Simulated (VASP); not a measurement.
Runs of VASP 6.6.1 on HfB. The structure is that of space group I4/mmm (No. 139), or close to it. The cells are those of the table. 

| cell | gap on the mesh (eV) | pressure (GPa) |
| --- | --- | --- |
| a = 3.396, b = 3.396, c = 3.074 Å, angles 63.1, 63.1, 53.8°, 2 atoms | none | (a) |
| a = 3.183, b = 3.183, c = 3.549 Å, angles 56.1, 56.1, 67.8°, 2 atoms | none | 45.3 |
| a = 3.471, b = 3.471, c = 2.993 Å, angles 64.5, 64.5, 51.1°, 2 atoms | none | (b) |
| a = 3.176, b = 3.176, c = 3.667 Å, angles 54.7, 54.7, 70.5°, 2 atoms | none | 61.5 |
| a = 3.564, b = 3.564, c = 2.911 Å, angles 65.9, 65.9, 48.2°, 2 atoms | none | 66.1 |
| a = 3.201, b = 3.201, c = 3.449 Å, angles 57.4, 57.4, 65.2°, 2 atoms | none | 37.0 |
| a = 3.227, b = 3.227, c = 3.359 Å, angles 58.6, 58.6, 62.7°, 2 atoms | none | 33.0 |

Alike in all rows: task single point; level PBE; potentials or basis VASP PAW PBE potentials, release 64 (Hf_pv, B); no spin polarisation; k mesh 20 × 20 × 20; cutoff (eV) 520; smearing gaussian 0.15 eV.

Question: Fill in the values left out.

Answer: (a) 42.2; (b) 52.6.

Caveats: spin-orbit coupling is left out, which moves the levels of the heavy elements.

A k mesh can miss the band edges, and the runs leave out spin-orbit coupling on Hf.

A gap of «none» marks levels without a gap at the run's occupations.
